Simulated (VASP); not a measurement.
# BaO (Fm-3m) in VASP: further runs

BaO is run at these levels: PBEsol; tasks: single point.

All numbers are computed with VASP 6.6.1; they aren't measurements. Logs are shortened: lines on timing, memory, paths and dates and some standing lists are left out, and cuts for length are marked.

### 1 The cell of the first run

Symmetry: Fm-3m, No. 225, cubic system. The conventional cell has a = 5.490 Å, b = 5.490 Å, c = 5.490 Å, α = 90.00°, β = 90.00°, γ = 90.00°. Ba (site symmetry m-3m) has 6 O at 2.75 Å within 3.6 Å. Within 3.6 Å of O (site symmetry m-3m) lie 6 Ba at 2.75 Å.

### 2 Single point, PBEsol

The input, INCAR:

```
SYSTEM = BaO
  PREC = Accurate
  ENCUT = 600
  EDIFF = 1E-6
  ISMEAR = 0
  SIGMA = 0.02
  LREAL = .FALSE.
  LASPH = .TRUE.
  NELM = 120
  ALGO = Normal
  ISIF = 2
  LWAVE = .FALSE.
  LCHARG = .FALSE.
  GGA = PS
  NBANDS = 15
  GGA_COMPAT = .FALSE.
```

The input, KPOINTS:

```
Automatic mesh
0
G
  8 8 8
  0 0 0
```

The input, POSCAR:

```
BaO
1.0
    0.0000000000      2.7450541014      2.7450541014
    2.7450541014      0.0000000000      2.7450541014
    2.7450541014      2.7450541014      0.0000000000
Ba O
1 1
Direct
    0.0000000000      0.0000000000      0.0000000000
    0.5000000000      0.5000000000      0.5000000000
```

Potentials or basis: VASP PAW PBE potentials, release 64 (Ba_sv, O).

On the command line:

```bash
cat potpaw_PBE.64/Ba_sv/POTCAR potpaw_PBE.64/O/POTCAR > POTCAR
mpirun -np 1 vasp_std > vasp.out
```

OUTCAR:

```text
SYSTEM = BaO
   PREC = Accurate
   ENCUT = 600
   EDIFF = 1E-6
   ISMEAR = 0
   LREAL = .FALSE.
   LASPH = .TRUE.
   NELM = 120
   ISIF = 2
   GGA = PS

 ion  position               nearest neighbor table
   1  0.000  0.000  0.000-   2 2.75   2 2.75   2 2.75   2 2.75   2 2.75   2 2.75
   2  0.500  0.500  0.500-   1 2.75   1 2.75   1 2.75   1 2.75   1 2.75   1 2.75

  LATTYP: Found a face centered cubic cell.
 ALAT       =     5.4901082028

  Lattice vectors:

 A1 = (   0.0000000000,   2.7450541014,   2.7450541014)
 A2 = (   2.7450541014,   0.0000000000,   2.7450541014)
 A3 = (   2.7450541014,   2.7450541014,   0.0000000000)

Analysis of symmetry for initial positions (statically):
=====================================================================
 Subroutine PRICEL returns:
 Original cell was already a primitive cell.

 Routine SETGRP: Setting up the symmetry group for a
 face centered cubic supercell.

 Subroutine GETGRP returns: Found 48 space group operations
 (whereof 48 operations were pure point group operations)
 out of a pool of 48 trial point group operations.

The static configuration has the point symmetry O_h .

Analysis of symmetry for dynamics (positions and initial velocities):
=====================================================================
 Subroutine PRICEL returns:
 Original cell was already a primitive cell.

 Routine SETGRP: Setting up the symmetry group for a
 face centered cubic supercell.

 Subroutine GETGRP returns: Found 48 space group operations
 (whereof 48 operations were pure point group operations)
 out of a pool of 48 trial point group operations.

The dynamic configuration has the point symmetry O_h .

 Subroutine INISYM returns: Found 48 space group operations
 (whereof 48 operations are pure point group operations),
 and found     1 'primitive' translations

----------------------------------------------------------------------------------------

                                     Primitive cell

  volume of cell :      41.3697

  direct lattice vectors                    reciprocal lattice vectors
     0.000000000  2.745054101  2.745054101    -0.182145773  0.182145773  0.182145773
     2.745054101  0.000000000  2.745054101     0.182145773 -0.182145773  0.182145773
     2.745054101  2.745054101  0.000000000     0.182145773  0.182145773 -0.182145773

  length of vectors
     3.882092740  3.882092740  3.882092740     0.315485732  0.315485732  0.315485732

  position of ions in fractional coordinates (direct lattice)
     0.000000000  0.000000000  0.000000000
     0.500000000  0.500000000  0.500000000

  ion indices of the primitive-cell ions
   primitive index   ion index
                 1           1
                 2           2

----------------------------------------------------------------------------------------

 KPOINTS: Automatic mesh

Automatic generation of k-mesh.
 Grid dimensions read from file:
 generate k-points for:    8    8    8

 Generating k-lattice:

  Cartesian coordinates                     Fractional coordinates (reciprocal lattice)
    -0.022768222  0.022768222  0.022768222     0.125000000  0.000000000  0.000000000
     0.022768222 -0.022768222  0.022768222     0.000000000  0.125000000  0.000000000
     0.022768222  0.022768222 -0.022768222     0.000000000  0.000000000  0.125000000

  Length of vectors
     0.039435717  0.039435717  0.039435717

  Shift w.r.t. Gamma in fractional coordinates (k-lattice)
     0.000000000  0.000000000  0.000000000

 Subroutine IBZKPT returns following result:
 ===========================================

 Found     29 irreducible k-points:

 Following reciprocal coordinates:
            Coordinates               Weight
  0.000000  0.000000  0.000000      1.000000
  0.125000  0.000000  0.000000      8.000000
  0.250000  0.000000  0.000000      8.000000
  0.375000  0.000000  0.000000      8.000000
  0.500000  0.000000  0.000000      4.000000
  0.125000  0.125000  0.000000      6.000000
[... 16 lines left out ...]
  0.500000  0.250000  0.125000     48.000000
 -0.375000  0.250000  0.125000     24.000000
 [... further k-points ...]
   k-points           NKPTS =     29   k-points in BZ     NKDIM =     29   number of bands    NBANDS=     15
   number of dos      NEDOS =    301   number of ions     NIONS =      2
   total plane-waves  NPLWV =  32768
   dimension x,y,z NGX =    32 NGY =   32 NGZ =   32
   dimension x,y,z NGXF=    64 NGYF=   64 NGZF=   64
   ions per type =               1   1
   NGX,Y,Z   is equivalent  to a cutoff of  13.70, 13.70, 13.70 a.u.
   NGXF,Y,Z  is equivalent  to a cutoff of  27.41, 27.41, 27.41 a.u.
 SYSTEM =  BaO
   PREC   = accura    normal or accurate (medium, high low for compatibility)
   ISTART =      0    job   : 0-new  1-cont  2-samecut
   ICHARG =      2    charge: 1-file 2-atom 10-const
   ISPIN  =      1    spin polarized calculation?
   LNONCOLLINEAR =      F non collinear calculations
   LSORBIT =      F    spin-orbit coupling
   LASPH  =      T    aspherical Exc in radial PAW
   ENCUT  =  600.0 eV  44.10 Ry    6.64 a.u.   7.75  7.75  7.75*2*pi/ulx,y,z
   NELM   =    120;   NELMIN=  2; NELMDL= -5     # of ELM steps
   EDIFF  = 0.1E-05   stopping-criterion for ELM
   LREAL  =      F    real-space projection
   EDIFFG = 0.1E-04   stopping-criterion for IOM
   NSW    =      0    number of steps for IOM
   IBRION =     -1    ionic relax: 0-MD 1-quasi-New 2-CG
   NFREE  =      0    steps in history (QN), initial steepest desc. (CG)
   ISIF   =      2    stress and relaxation
   ISYM   =      2    0-nonsym 1-usesym 2-fastsym
   POTIM  = 0.5000    time-step for ionic-motion
   TEBEG  =    0.0;   TEEND  =   0.0 temperature during run
   PSTRESS=    0.0 pullay stress
   NELECT =      16.0000    total number of electrons
   NUPDOWN=      -1.0000    fix difference up-down
   EMIN   =  10.00;   EMAX   =-10.00  energy-range for DOS
   EFERMI =   0.00;   METHOD = LEGACY
   ISMEAR =     0;   SIGMA  =   0.02  broadening in eV -4-tet -1-fermi 0-gaus
   EFERMI_NEDOS =   21; number of points for ismear=-14 and -15
   IALGO  =     38    algorithm
   IMIX   =      4    mixing-type and parameters
     AMIX     =   0.40;   BMIX     =  1.00
     AMIX_MAG =   1.60;   BMIX_MAG =  1.00
  volume/ion in A,a.u.               =      20.68       139.59
  Fermi-wavevector in a.u.,A,eV,Ry     =   1.192762  2.253994 19.356764  1.422682
  Thomas-Fermi vector in A             =   2.328793
   LORBIT       =      0    0 simple, 1 ext, 2 COOP (PROOUT), +10 PAW based schemes
   GGA     = PS    functional components
   LHFCALC =     F    Hartree Fock is set to
   AEXX    =    0.0000 exact exchange contribution
   IVDW    =     0    specifies the selected vdW correction
   LEPSILON=     F    determine dielectric tensor
   LRPA    =     F    only Hartree local field effects (RPA)
 non-spin polarized calculation
 Gauss-broadening in eV      SIGMA  =   0.02
  energy-cutoff  :      600.00
  volume of cell :       41.37
 maximum number of plane-waves:      1411
   NGX = 15   NGY = 15   NGZ = 15

 number of electron      15.9999997 magnetization

 Free energy of the ion-electron system (eV)
  ---------------------------------------------------
  ext. energy  EPLUGINS =         0.00000000
  ---------------------------------------------------
  free energy    TOTEN  =       -12.39493028 eV

  energy without entropy =      -12.39493028  energy(sigma->0) =      -12.39493028

 E-fermi :   2.0456     XC(G=0):  -9.9787

 val. band max:        1.8976891240   @ k =   0.5000   0.5000   0.0000
 cond. band min:       3.6673349101   @ k =   0.5000   0.5000   0.0000
 fundamental gap:      1.7696457861
 Fermi energy:         2.0455880436

 k-point     1 :       0.0000    0.0000    0.0000
  band No.  band energies     occupation
      1     -23.9542      2.00000
      2     -13.1147      2.00000
      3      -8.3885      2.00000
      4      -8.3885      2.00000
      5      -8.3885      2.00000
      6       1.4709      2.00000
      7       1.4709      2.00000
      8       1.4709      2.00000
      9       5.3718      0.00000
     10       6.5083      0.00000
     11       6.5083      0.00000
     12       6.5083      0.00000
     13       8.8644      0.00000
     14       8.8644      0.00000
     15      11.6635      0.00000

 k-point     2 :       0.1250    0.0000    0.0000
  band No.  band energies     occupation
      1     -23.9131      2.00000
      2     -13.2337      2.00000
      3      -8.4268      2.00000
      4      -8.4081      2.00000
      5      -8.4081      2.00000
      6       1.1146      2.00000
      7       1.2570      2.00000
      8       1.2570      2.00000
      9       6.0260      0.00000
     10       6.3823      0.00000
     11       6.8104      0.00000
     12       6.8104      0.00000
     13       9.2863      0.00000
     14       9.2863      0.00000
     15      12.6705      0.00000

 k-point     3 :       0.2500    0.0000    0.0000
  band No.  band energies     occupation
      1     -23.8110      2.00000
      2     -13.5216      2.00000
      3      -8.5121      2.00000
      4      -8.4542      2.00000
      5      -8.4542      2.00000
      6       0.4538      2.00000
      7       0.8035      2.00000
      8       0.8035      2.00000
      9       6.2706      0.00000
     10       7.6302      0.00000
     11       7.6302      0.00000
     12       7.6684      0.00000
     13      10.3273      0.00000
     14      10.3273      0.00000
     15      14.8483      0.00000

 k-point     4 :       0.3750    0.0000    0.0000
  band No.  band energies     occupation
      1     -23.7048      2.00000
      2     -13.8107      2.00000
      3      -8.5884      2.00000
      4      -8.4987      2.00000
      5      -8.4987      2.00000
      6      -0.0746      2.00000
      7       0.4131      2.00000
      8       0.4131      2.00000
      9       6.5671      0.00000
     10       8.6298      0.00000
     11       8.6298      0.00000
     12       9.3097      0.00000
     13      11.6375      0.00000
     14      11.6375      0.00000
     15      15.8783      0.00000
[... 307 lines left out ...]
 k-point    22 :       0.3750    0.2500    0.1250
  band No.  band energies     occupation
      1     -23.7374      2.00000
      2     -13.5657      2.00000
      3      -8.8594      2.00000
      4      -8.6528      2.00000
      5      -8.5426      2.00000
      6       0.3209      2.00000
      7       0.7846      2.00000
      8       1.4358      2.00000
      9       5.3886      0.00000
     10       7.5801      0.00000
     11       8.5455      0.00000
     12       8.9255      0.00000
     13      10.6062      0.00000
     14      11.3347      0.00000
     15      16.3537      0.00000

 k-point    23 :       0.5000    0.2500    0.1250
  band No.  band energies     occupation
      1     -23.6535      2.00000
      2     -13.6951      2.00000
      3      -9.0617      2.00000
      4      -8.9123      2.00000
      5      -8.5143      2.00000
      6       0.3276      2.00000
      7       0.5992      2.00000
      8       1.2718      2.00000
      9       5.9203      0.00000
     10       7.8701      0.00000
     11       9.3340      0.00000
     12       9.4687      0.00000
     13      11.5604      0.00000
     14      13.0231      0.00000
     15      14.7412      0.00000

 k-point    24 :      -0.3750    0.2500    0.1250
  band No.  band energies     occupation
      1     -23.6180      2.00000
      2     -13.7500      2.00000
      3      -9.0820      2.00000
      4      -9.0772      2.00000
      5      -8.5036      2.00000
      6       0.2130      2.00000
      7       0.8793      2.00000
      8       0.9440      2.00000
      9       6.6815      0.00000
     10       7.2979      0.00000
     11       9.8414      0.00000
     12       9.8597      0.00000
     13      12.1574      0.00000
     14      13.7684      0.00000
     15      14.1158      0.00000

 [... further k-points ...]

------------------------ aborting loop because EDIFF is reached ----------------------------------------

  FORCE on cell =-STRESS in cart. coord.  units (eV):
  Direction    XX          YY          ZZ          XY          YZ          ZX
  --------------------------------------------------------------------------------------
  -------------------------------------------------------------------------------------
  Total        0.4715135      0.4715135      0.4715135      0.0000000     -0.0000000      0.0000000
  in kB       18.2608934     18.2608934     18.2608934      0.0000000     -0.0000000      0.0000000
  external PRESSURE =      18.2608934 kB  Pullay stress =       0.0000000 kB

 VOLUME and BASIS-vectors are now :
 -----------------------------------------------------------------------------
  energy-cutoff  :      600.00
  volume of cell :       41.37
      direct lattice vectors                 reciprocal lattice vectors
     0.000000000  2.745054101  2.745054101    -0.182145773  0.182145773  0.182145773
     2.745054101  0.000000000  2.745054101     0.182145773 -0.182145773  0.182145773
     2.745054101  2.745054101  0.000000000     0.182145773  0.182145773 -0.182145773

 POSITION                                       TOTAL-FORCE (eV/Angst)
 -----------------------------------------------------------------------------------
      0.00000      0.00000      0.00000        -0.000000      0.000000      0.000000
      2.74505      2.74505      2.74505         0.000000     -0.000000     -0.000000
 -----------------------------------------------------------------------------------
    total drift:                                0.000000     -0.000000      0.000000

  FREE ENERGIE OF THE ION-ELECTRON SYSTEM (eV)
  ---------------------------------------------------
  free  energy   TOTEN  =       -12.3949302779 eV

  energy  without entropy=      -12.3949302779  energy(sigma->0) =      -12.39493028
```

Wall time 44 s (1 thread of AMD EPYC 7R43 (Zen 3), shared host); peak memory 0.15 GiB.

What came out:

| Quantity | Value |
| --- | --- |
| Free energy | -12.3949 eV |
| Pressure | 1.8 GPa |
| Band gap on the k mesh | 1.77 eV |

Caveat: the PAW data sets were made with another functional, which shifts forces and pressure a little; spin-orbit coupling is left out, which moves the levels of the heavy elements. A k mesh can miss the band edges.

### 3 Single point, PBEsol

The input, INCAR:

```
  ALGO = Normal
  EDIFF = 1E-6
  ENCUT = 600
  GGA = PS
  GGA_COMPAT = F
  ISIF = 2
  ISMEAR = 0
  LASPH = T
  LCHARG = F
  LREAL = F
  LWAVE = F
  NBANDS = 15
  NELM = 120
  PREC = Accurate
  SIGMA = 0.02
```

The input, KPOINTS:

```
k-points
0
Gamma
  8 8 8
```

POSCAR is that of step 2.

Potentials or basis: VASP PAW PBE potentials, release 64 (Ba_sv, O).

On the command line:

```bash
cat potpaw_PBE.64/Ba_sv/POTCAR potpaw_PBE.64/O/POTCAR > POTCAR
mpirun -np 1 vasp_std > vasp.out
```

Run time: 47 s. Hardware: 1 thread of AMD EPYC 7R43 (Zen 3), shared host; peak memory 0.15 GiB.

Results (log left out):

```
Free energy            : -12.3949 eV
Pressure               : 1.8 GPa
Band gap on the k mesh : 1.77 eV
```

Levels at points of the mesh, in eV from the valence-band top:
```
           k point  band 5  band 6  band 7  band 8  band 9  band 10  band 11  band 12
(0.00, 0.00, 0.00)  -10.29   -0.43   -0.43   -0.43    3.47     4.61     4.61     4.61
(0.50, 0.00, 0.00)  -10.41   -2.17   -1.63   -1.63    4.88     7.22     7.22     8.15
(0.50, 0.50, 0.00)  -10.93   -0.20   -0.20    0.00    1.77     6.03     9.02     9.38
```

Caveat: the PAW data sets were made with another functional, which shifts forces and pressure a little; spin-orbit coupling is left out, which moves the levels of the heavy elements.
